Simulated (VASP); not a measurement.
# InP (F-43m) in VASP: notebook

Runs on InP. Level: PBE. Tasks: single point.

All numbers are computed with VASP 6.6.1; they aren't measurements. Logs are shortened: lines on timing, memory, paths and dates and some standing lists are left out, and cuts for length are marked.

**1. The cell of the first run**

The structure is cubic, space group F-43m (No. 216). Conventional cell: a = 5.908 Å, b = 5.908 Å, c = 5.908 Å, α = 90.00°, β = 90.00°, γ = 90.00°. Within 3.4 Å of In (site symmetry -43m) lie 4 P at 2.56 Å. Within 3.4 Å of P (site symmetry -43m) lie 4 In at 2.56 Å.

**2. Single point, PBE**

INCAR

```
SYSTEM = InP
ALGO = Normal ; EDIFF = 1E-6
ENCUT = 520 ; GGA = PE
ISIF = 2 ; ISMEAR = 0
LASPH = .True. ; LCHARG = .False.
LREAL = .False. ; LWAVE = .False.
NBANDS = 16 ; NELM = 100
PREC = Accurate ; SIGMA = 0.01
```

KPOINTS

```
k-points
0
Gamma
  6 6 6
  0 0 0
```

POSCAR

```
InP
1.0
    0.0000000000      2.9537876425      2.9537876425
    2.9537876425      0.0000000000      2.9537876425
    2.9537876425      2.9537876425      0.0000000000
In P
1 1
Direct
    0.0000000000      0.0000000000      0.0000000000
    0.2500000000      0.2500000000      0.2500000000
```

Potentials or basis: VASP PAW PBE potentials, release 64 (In_d, P).

Command:

```sh
cat potpaw_PBE.64/In_d/POTCAR potpaw_PBE.64/P/POTCAR > POTCAR
mpirun -np 1 vasp_std > vasp.out
```

OUTCAR:

```text
SYSTEM = InP
   EDIFF = 1E-6
   ENCUT = 520
   GGA = PE
   ISIF = 2
   ISMEAR = 0
   LASPH = .True.
   LREAL = .False.
   NELM = 100
   PREC = Accurate

 ion  position               nearest neighbor table
   1  0.000  0.000  0.000-   2 2.56   2 2.56   2 2.56   2 2.56
   2  0.250  0.250  0.250-   1 2.56   1 2.56   1 2.56   1 2.56

  LATTYP: Found a face centered cubic cell.
 ALAT       =     5.9075752850

  Lattice vectors:

 A1 = (   0.0000000000,   2.9537876425,   2.9537876425)
 A2 = (   2.9537876425,   0.0000000000,   2.9537876425)
 A3 = (   2.9537876425,   2.9537876425,   0.0000000000)

Analysis of symmetry for initial positions (statically):
=====================================================================
 Subroutine PRICEL returns:
 Original cell was already a primitive cell.

 Routine SETGRP: Setting up the symmetry group for a
 face centered cubic supercell.

 Subroutine GETGRP returns: Found 24 space group operations
 (whereof 24 operations were pure point group operations)
 out of a pool of 48 trial point group operations.

The static configuration has the point symmetry T_d .

Analysis of symmetry for dynamics (positions and initial velocities):
=====================================================================
 Subroutine PRICEL returns:
 Original cell was already a primitive cell.

 Routine SETGRP: Setting up the symmetry group for a
 face centered cubic supercell.

 Subroutine GETGRP returns: Found 24 space group operations
 (whereof 24 operations were pure point group operations)
 out of a pool of 48 trial point group operations.

The dynamic configuration has the point symmetry T_d .

 Subroutine INISYM returns: Found 24 space group operations
 (whereof 24 operations are pure point group operations),
 and found     1 'primitive' translations

----------------------------------------------------------------------------------------

                                     Primitive cell

  volume of cell :      51.5428

  direct lattice vectors                    reciprocal lattice vectors
     0.000000000  2.953787643  2.953787643    -0.169274186  0.169274186  0.169274186
     2.953787643  0.000000000  2.953787643     0.169274186 -0.169274186  0.169274186
     2.953787643  2.953787643  0.000000000     0.169274186  0.169274186 -0.169274186

  length of vectors
     4.177286544  4.177286544  4.177286544     0.293191491  0.293191491  0.293191491

  position of ions in fractional coordinates (direct lattice)
     0.000000000  0.000000000  0.000000000
     0.250000000  0.250000000  0.250000000

  ion indices of the primitive-cell ions
   primitive index   ion index
                 1           1
                 2           2

----------------------------------------------------------------------------------------

 KPOINTS: k-points

Automatic generation of k-mesh.
 Grid dimensions read from file:
 generate k-points for:    6    6    6

 Generating k-lattice:

  Cartesian coordinates                     Fractional coordinates (reciprocal lattice)
    -0.028212364  0.028212364  0.028212364     0.166666667  0.000000000  0.000000000
     0.028212364 -0.028212364  0.028212364     0.000000000  0.166666667  0.000000000
     0.028212364  0.028212364 -0.028212364     0.000000000  0.000000000  0.166666667

  Length of vectors
     0.048865249  0.048865249  0.048865249

  Shift w.r.t. Gamma in fractional coordinates (k-lattice)
     0.000000000  0.000000000  0.000000000

 Subroutine IBZKPT returns following result:
 ===========================================

 Found     16 irreducible k-points:

 Following reciprocal coordinates:
            Coordinates               Weight
  0.000000  0.000000  0.000000      1.000000
  0.166667  0.000000  0.000000      8.000000
  0.333333  0.000000  0.000000      8.000000
  0.500000  0.000000  0.000000      4.000000
  0.166667  0.166667  0.000000      6.000000
  0.333333  0.166667  0.000000     24.000000
[... 8 lines left out ...]
 -0.333333  0.333333  0.166667     24.000000
 -0.333333  0.500000  0.166667     12.000000
   k-points           NKPTS =     16   k-points in BZ     NKDIM =     16   number of bands    NBANDS=     16
   number of dos      NEDOS =    301   number of ions     NIONS =      2
   total plane-waves  NPLWV =  32768
   dimension x,y,z NGX =    32 NGY =   32 NGZ =   32
   dimension x,y,z NGXF=    64 NGYF=   64 NGZF=   64
   ions per type =               1   1
   NGX,Y,Z   is equivalent  to a cutoff of  12.74, 12.74, 12.74 a.u.
   NGXF,Y,Z  is equivalent  to a cutoff of  25.47, 25.47, 25.47 a.u.
 SYSTEM =  InP
   PREC   = accura    normal or accurate (medium, high low for compatibility)
   ISTART =      0    job   : 0-new  1-cont  2-samecut
   ICHARG =      2    charge: 1-file 2-atom 10-const
   ISPIN  =      1    spin polarized calculation?
   LNONCOLLINEAR =      F non collinear calculations
   LSORBIT =      F    spin-orbit coupling
   LASPH  =      T    aspherical Exc in radial PAW
   ENCUT  =  520.0 eV  38.22 Ry    6.18 a.u.   7.77  7.77  7.77*2*pi/ulx,y,z
   NELM   =    100;   NELMIN=  2; NELMDL= -5     # of ELM steps
   EDIFF  = 0.1E-05   stopping-criterion for ELM
   LREAL  =      F    real-space projection
   EDIFFG = 0.1E-04   stopping-criterion for IOM
   NSW    =      0    number of steps for IOM
   IBRION =     -1    ionic relax: 0-MD 1-quasi-New 2-CG
   NFREE  =      0    steps in history (QN), initial steepest desc. (CG)
   ISIF   =      2    stress and relaxation
   ISYM   =      2    0-nonsym 1-usesym 2-fastsym
   POTIM  = 0.5000    time-step for ionic-motion
   TEBEG  =    0.0;   TEEND  =   0.0 temperature during run
   PSTRESS=    0.0 pullay stress
   NELECT =      18.0000    total number of electrons
   NUPDOWN=      -1.0000    fix difference up-down
   EMIN   =  10.00;   EMAX   =-10.00  energy-range for DOS
   EFERMI =   0.00;   METHOD = LEGACY
   ISMEAR =     0;   SIGMA  =   0.01  broadening in eV -4-tet -1-fermi 0-gaus
   EFERMI_NEDOS =   21; number of points for ismear=-14 and -15
   IALGO  =     38    algorithm
   IMIX   =      4    mixing-type and parameters
     AMIX     =   0.40;   BMIX     =  1.00
     AMIX_MAG =   1.60;   BMIX_MAG =  1.00
  volume/ion in A,a.u.               =      25.77       173.91
  Fermi-wavevector in a.u.,A,eV,Ry     =   1.152860  2.178589 18.083301  1.329085
  Thomas-Fermi vector in A             =   2.289508
   LORBIT       =      0    0 simple, 1 ext, 2 COOP (PROOUT), +10 PAW based schemes
   GGA     = PE    functional components
   LHFCALC =     F    Hartree Fock is set to
   AEXX    =    0.0000 exact exchange contribution
   IVDW    =     0    specifies the selected vdW correction
   LEPSILON=     F    determine dielectric tensor
   LRPA    =     F    only Hartree local field effects (RPA)
 non-spin polarized calculation
 Gauss-broadening in eV      SIGMA  =   0.01
  energy-cutoff  :      520.00
  volume of cell :       51.54
 maximum number of plane-waves:      1411
   NGX = 15   NGY = 15   NGZ = 15

 number of electron      18.0000009 magnetization

 Free energy of the ion-electron system (eV)
  ---------------------------------------------------
  ext. energy  EPLUGINS =         0.00000000
  ---------------------------------------------------
  free energy    TOTEN  =        -8.38869735 eV

  energy without entropy =       -8.38869735  energy(sigma->0) =       -8.38869735

 E-fermi :   5.0103     XC(G=0):  -9.1755

 val. band max:        4.9385167935   @ k =   0.0000   0.0000   0.0000
 cond. band min:       5.5187085871   @ k =   0.0000   0.0000   0.0000
 fundamental gap:      0.5801917935
 Fermi energy:         5.0102962471

 k-point     1 :       0.0000    0.0000    0.0000
  band No.  band energies     occupation
      1      -9.2094      2.00000
      2      -9.2094      2.00000
      3      -9.2094      2.00000
      4      -9.0693      2.00000
      5      -9.0693      2.00000
      6      -6.4194      2.00000
[... 8 lines left out ...]
     15      14.3467      0.00000
     16      14.3467      0.00000

 k-point     2 :       0.1667    0.0000    0.0000
  band No.  band energies     occupation
      1      -9.2381      2.00000
      2      -9.1979      2.00000
      3      -9.1979      2.00000
      4      -9.0688      2.00000
      5      -9.0688      2.00000
      6      -6.1180      2.00000
[... 8 lines left out ...]
     15      13.5358      0.00000
     16      14.3408      0.00000

 k-point     3 :       0.3333    0.0000    0.0000
  band No.  band energies     occupation
      1      -9.2918      2.00000
      2      -9.1797      2.00000
      3      -9.1797      2.00000
      4      -9.0628      2.00000
      5      -9.0628      2.00000
      6      -5.3428      2.00000
[... 8 lines left out ...]
     15      14.0001      0.00000
     16      14.0001      0.00000

 k-point     4 :       0.5000    0.0000    0.0000
  band No.  band energies     occupation
      1      -9.3172      2.00000
      2      -9.1735      2.00000
      3      -9.1735      2.00000
      4      -9.0567      2.00000
      5      -9.0567      2.00000
      6      -4.7719      2.00000
[... 8 lines left out ...]
     15      15.5217      0.00000
     16      15.5217      0.00000
[... 172 lines left out ...]
 k-point    14 :       0.5000    0.3333    0.1667
  band No.  band energies     occupation
      1      -9.3301      2.00000
      2      -9.1593      2.00000
      3      -9.1422      2.00000
      4      -9.0868      2.00000
      5      -9.0523      2.00000
      6      -4.7395      2.00000
[... 8 lines left out ...]
     15      15.9337      0.00000
     16      16.5759      0.00000

 k-point    15 :      -0.3333    0.3333    0.1667
  band No.  band energies     occupation
      1      -9.3391      2.00000
      2      -9.1597      2.00000
      3      -9.1323      2.00000
      4      -9.0817      2.00000
      5      -9.0567      2.00000
      6      -4.2857      2.00000
[... 8 lines left out ...]
     15      15.9388      0.00000
     16      16.4041      0.00000

 k-point    16 :      -0.3333    0.5000    0.1667
  band No.  band energies     occupation
      1      -9.3573      2.00000
      2      -9.1429      2.00000
      3      -9.1203      2.00000
      4      -9.0950      2.00000
      5      -9.0490      2.00000
      6      -4.0913      2.00000
[... 8 lines left out ...]
     15      16.1065      0.00000
     16      16.7944      0.00000

------------------------ aborting loop because EDIFF is reached ----------------------------------------

  FORCE on cell =-STRESS in cart. coord.  units (eV):
  Direction    XX          YY          ZZ          XY          YZ          ZX
  --------------------------------------------------------------------------------------
  -------------------------------------------------------------------------------------
  Total        0.5128106      0.5128106      0.5128106      0.0000000     -0.0000000      0.0000000
  in kB       15.9404199     15.9404199     15.9404199      0.0000000     -0.0000000      0.0000000
  external PRESSURE =      15.9404199 kB  Pullay stress =       0.0000000 kB

 VOLUME and BASIS-vectors are now :
 -----------------------------------------------------------------------------
  energy-cutoff  :      520.00
  volume of cell :       51.54
      direct lattice vectors                 reciprocal lattice vectors
     0.000000000  2.953787643  2.953787643    -0.169274186  0.169274186  0.169274186
     2.953787643  0.000000000  2.953787643     0.169274186 -0.169274186  0.169274186
     2.953787643  2.953787643  0.000000000     0.169274186  0.169274186 -0.169274186

 POSITION                                       TOTAL-FORCE (eV/Angst)
 -----------------------------------------------------------------------------------
      0.00000      0.00000      0.00000        -0.000000     -0.000000     -0.000000
      1.47689      1.47689      1.47689         0.000000      0.000000      0.000000
 -----------------------------------------------------------------------------------
    total drift:                               -0.000000     -0.000000     -0.000000

  FREE ENERGIE OF THE ION-ELECTRON SYSTEM (eV)
  ---------------------------------------------------
  free  energy   TOTEN  =        -8.3886973545 eV

  energy  without entropy=       -8.3886973545  energy(sigma->0) =       -8.38869735
```

It took 5.3 s on 1 thread of Intel Xeon 6975P-C (Granite Rapids), shared host; peak memory 0.17 GiB.

Results:

* Free energy: -8.3887 eV
* Pressure: 1.6 GPa
* Band gap on the k mesh: 0.58 eV, direct

Levels at points of the mesh, in eV from the valence-band top:
| k point | band 7 | band 8 | band 9 | band 10 | band 11 | band 12 |
| --- | --- | --- | --- | --- | --- | --- |
| (0.00, 0.00, 0.00) | 0.00 | 0.00 | 0.00 | 0.58 | 4.09 | 4.09 |
| (0.50, 0.00, 0.00) | -5.61 | -0.94 | -0.94 | 1.44 | 4.80 | 4.80 |
| (0.50, 0.50, 0.00) | -5.65 | -2.24 | -2.24 | 1.80 | 2.26 | 9.07 |

Caveat: spin-orbit coupling is left out, which moves the levels of the heavy elements.

**3. Single point, PBE**

INCAR

```
ALGO = Normal ; EDIFF = 1E-6
ENCUT = 520 ; GGA = PE
ISIF = 2 ; ISMEAR = 0
LASPH = True ; LCHARG = False
LREAL = False ; LWAVE = False
NBANDS = 16 ; NELM = 100
PREC = Accurate ; SIGMA = 0.01
```

KPOINTS

```
k-points
0
Gamma
  6 6 6
```

POSCAR is that of step 2.

Potentials or basis: VASP PAW PBE potentials, release 64 (In_d, P).

Command:

```sh
cat potpaw_PBE.64/In_d/POTCAR potpaw_PBE.64/P/POTCAR > POTCAR
mpirun -np 1 vasp_std > vasp.out
```

OUTCAR:

```text
EDIFF = 1E-6
   ENCUT = 520
   GGA = PE
   ISIF = 2
   ISMEAR = 0
   LASPH = True
   LREAL = False
   NELM = 100
   PREC = Accurate

 ion  position               nearest neighbor table
   1  0.000  0.000  0.000-   2 2.56   2 2.56   2 2.56   2 2.56
   2  0.250  0.250  0.250-   1 2.56   1 2.56   1 2.56   1 2.56

  LATTYP: Found a face centered cubic cell.
 ALAT       =     5.9075752850

  Lattice vectors:

 A1 = (   0.0000000000,   2.9537876425,   2.9537876425)
 A2 = (   2.9537876425,   0.0000000000,   2.9537876425)
 A3 = (   2.9537876425,   2.9537876425,   0.0000000000)

Analysis of symmetry for initial positions (statically):
=====================================================================
 Subroutine PRICEL returns:
 Original cell was already a primitive cell.

 Routine SETGRP: Setting up the symmetry group for a
 face centered cubic supercell.

 Subroutine GETGRP returns: Found 24 space group operations
 (whereof 24 operations were pure point group operations)
 out of a pool of 48 trial point group operations.

The static configuration has the point symmetry T_d .

[... 149 lines left out ...]
  energy without entropy =       -8.38869735  energy(sigma->0) =       -8.38869735

 E-fermi :   5.0103     XC(G=0):  -9.1755

 val. band max:        4.9385167935   @ k =   0.0000   0.0000   0.0000
 cond. band min:       5.5187085871   @ k =   0.0000   0.0000   0.0000
 fundamental gap:      0.5801917935
 Fermi energy:         5.0102962471

 k-point     1 :       0.0000    0.0000    0.0000
  band No.  band energies     occupation
      1      -9.2094      2.00000
      2      -9.2094      2.00000
      3      -9.2094      2.00000
      4      -9.0693      2.00000
      5      -9.0693      2.00000
      6      -6.4194      2.00000
[... 281 lines left out ...]
      3      -9.1203      2.00000
      4      -9.0950      2.00000
      5      -9.0490      2.00000
      6      -4.0913      2.00000
[... 8 lines left out ...]
     15      16.1065      0.00000
     16      16.7944      0.00000

------------------------ aborting loop because EDIFF is reached ----------------------------------------

  FORCE on cell =-STRESS in cart. coord.  units (eV):
  Direction    XX          YY          ZZ          XY          YZ          ZX
  --------------------------------------------------------------------------------------
  -------------------------------------------------------------------------------------
  Total        0.5128106      0.5128106      0.5128106      0.0000000     -0.0000000      0.0000000
  in kB       15.9404199     15.9404199     15.9404199      0.0000000     -0.0000000      0.0000000
  external PRESSURE =      15.9404199 kB  Pullay stress =       0.0000000 kB

 VOLUME and BASIS-vectors are now :
 -----------------------------------------------------------------------------
  energy-cutoff  :      520.00
  volume of cell :       51.54
      direct lattice vectors                 reciprocal lattice vectors
     0.000000000  2.953787643  2.953787643    -0.169274186  0.169274186  0.169274186
     2.953787643  0.000000000  2.953787643     0.169274186 -0.169274186  0.169274186
     2.953787643  2.953787643  0.000000000     0.169274186  0.169274186 -0.169274186

 POSITION                                       TOTAL-FORCE (eV/Angst)
 -----------------------------------------------------------------------------------
      0.00000      0.00000      0.00000        -0.000000     -0.000000     -0.000000
      1.47689      1.47689      1.47689         0.000000      0.000000      0.000000
 -----------------------------------------------------------------------------------
    total drift:                               -0.000000     -0.000000     -0.000000

  FREE ENERGIE OF THE ION-ELECTRON SYSTEM (eV)
  ---------------------------------------------------
  free  energy   TOTEN  =        -8.3886973545 eV

  energy  without entropy=       -8.3886973545  energy(sigma->0) =       -8.38869735
```

stdout:

```text
POSCAR found type information on POSCAR InP
 POSCAR found :  2 types and       2 ions
 scaLAPACK will be used
 LDA part: xc-table for (Slater+PW92), standard interpolation
 POSCAR, INCAR and KPOINTS ok, starting setup
 FFT: planning ... GRIDC
 FFT: planning ... GRID_SOFT
 FFT: planning ... GRID
 WAVECAR not read
 entering main loop
```

Run time: 5.2 s. Hardware: 1 thread of Intel Xeon 6975P-C (Granite Rapids), shared host; peak memory 0.17 GiB.

What came out:

```
Free energy            : -8.3887 eV
Pressure               : 1.6 GPa
Band gap on the k mesh : 0.58 eV, direct
```

Levels at points of the mesh, in eV from the valence-band top:
```csv
k point,band 5,band 6,band 7,band 8,band 9,band 10,band 11,band 12,band 13,band 14
"(0.00, 0.00, 0.00)",-14.01,-11.36,0.00,0.00,0.00,0.58,4.09,4.09,4.09,8.47
"(0.50, 0.00, 0.00)",-14.00,-9.71,-5.61,-0.94,-0.94,1.44,4.80,4.80,7.05,9.37
"(0.50, 0.50, 0.00)",-13.98,-9.08,-5.65,-2.24,-2.24,1.80,2.26,9.07,9.43,9.43
```

Caveat: spin-orbit coupling is left out, which moves the levels of the heavy elements.
